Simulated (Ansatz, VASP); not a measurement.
BaTiO3 in VASP and in Ansatz

Contents of POSCAR:

```
BaTiO3
1.0
   -3.9723685400      0.0000000000     -3.9723685400
    0.0000000000     -3.9723685400      0.0000000000
   -3.9723685400      0.0000000000      3.9723685400
Ba Ti O
2 2 6
Direct
    0.0000000000      0.5000000000      0.5000000000
    0.5000000000      0.5000000000      0.0000000000
    0.0000000000      0.0000000000      0.0000000000
    0.5000000000      0.0000000000      0.5000000000
    0.7500000000      0.0000000000      0.7500000000
    0.2500000000      0.0000000000      0.2500000000
    0.0000000000      0.5000000000      0.0000000000
    0.5000000000      0.5000000000      0.5000000000
    0.7500000000      0.0000000000      0.2500000000
    0.2500000000      0.0000000000      0.7500000000
```

The input INCAR.step1:

```
PREC     = Accurate       # precision mode
ENCUT    = 520            # plane-wave cutoff, eV
ISMEAR   = -1             # smearing method
SIGMA    = 0.1            # smearing width, eV
LREAL    = F              # projectors in reciprocal space
LASPH    = T              # aspherical terms in the spheres
NELM     = 100            # most SCF steps
NBANDS   = 51             # bands
GGA      = PE             # functional
ALGO     = Normal         # electronic algorithm
EDIFF    = 1E-4           # SCF threshold, eV
LWAVE    = T              # write WAVECAR
LCHARG   = F              # write CHGCAR
```

The input INCAR.step2:

```
PREC     = Accurate       # precision mode
ENCUT    = 520            # plane-wave cutoff, eV
EDIFF    = 1E-6           # SCF threshold, eV
ISMEAR   = -1             # smearing method
SIGMA    = 0.1            # smearing width, eV
LREAL    = F              # projectors in reciprocal space
LASPH    = T              # aspherical terms in the spheres
NELM     = 100            # most SCF steps
ALGO     = Normal         # electronic algorithm
ISIF     = 2              # what is computed and relaxed
LWAVE    = F              # write WAVECAR
LCHARG   = T              # write CHGCAR
METAGGA  = R2SCAN         # meta-GGA
LMIXTAU  = T            
LELF     = T              # ELF
LVHAR    = T            
NBANDS   = 51             # bands
ISTART   = 1
```

Contents of KPOINTS:

```
regular mesh
0
Gamma
  5 7 5
```

Input for Ansatz:

```yaml
crystal:
  lattice:
    - [3.97236854, 0.0, 3.97236854]
    - [0.0, 3.97236854, 0.0]
    - [3.97236854, 0.0, -3.97236854]
  atoms:
    - { symbol: Ba, position: [0.0, 0.5, 0.5] }
    - { symbol: Ba, position: [0.5, 0.5, 0.0] }
    - { symbol: Ti, position: [0.0, 0.0, 0.0] }
    - { symbol: Ti, position: [0.5, 0.0, 0.5] }
    - { symbol: O, position: [0.25, 0.0, 0.25] }
    - { symbol: O, position: [0.75, 0.0, 0.75] }
    - { symbol: O, position: [0.0, 0.5, 0.0] }
    - { symbol: O, position: [0.5, 0.5, 0.5] }
    - { symbol: O, position: [0.25, 0.0, 0.75] }
    - { symbol: O, position: [0.75, 0.0, 0.25] }
  symmetry: { tolerance: 0.0003 }
kpoints:
  mp_grid: { grid: [5, 7, 5], shift: [0, 0, 0] }
  band_path:
    path:
      - [0.0, 0.0, 0.0]
      - [0.0, 0.5, 0.0]
      - [0.5, 0.5, 0.5]
      - [0.0, 0.0, 0.0]
      - [1.0, 0.5, 0.0]
      - [0.0, 0.5, 0.0]
      - [1.0, 0.5, 0.0]
      - [0.5, 0.5, 0.5]
    npoints: 8
magnetization:
  spin_polarized: false
scf:
  occupations: { method: fermi_dirac }
  lower_state_search: "off"
  max_iter: 200
hamiltonian:
  pseudopotentials: { kind: paw }
  xc: r2scan
basis:
  ecutwfc: 500
  fft_grid_basis: typed
output:
  forces: true
  stress: true
  eigenvalues: true
  bader: true
  populations: true
  elf: true
  write_potential: true
  volumetric_format: npy
  dos:
    e_range: [-12, 8]
    de: 0.05
    projected: { site_lists: { Ba: [Ba], O: [O], Ti: [Ti] } }
checkpoint:
  read: saved_state
```

Alike in both runs: task single point; functional r2SCAN; k mesh 5 × 7 × 5; no spin polarisation.

|  | VASP | Ansatz |
| --- | --- | --- |
| version | VASP 6.6.1 | Ansatz 0.2.0 |
| potentials or method | VASP PAW PBE potentials, release 64 (Ba_sv, Ti_sv, O), cutoff 520 eV | PAW plane waves |
| occupations | fermi-dirac, width 0.1 eV | fermi-dirac |
| valence electrons in the cell | 80 | 80 |

VASP gave:

* pressure (GPa): 5.2

Question: What did Ansatz give for the same quantities?

Answer: Pressure (GPa): 3.1.

VASP's potentials were made for PBE, not for r2SCAN.

Spin-orbit coupling is off throughout.
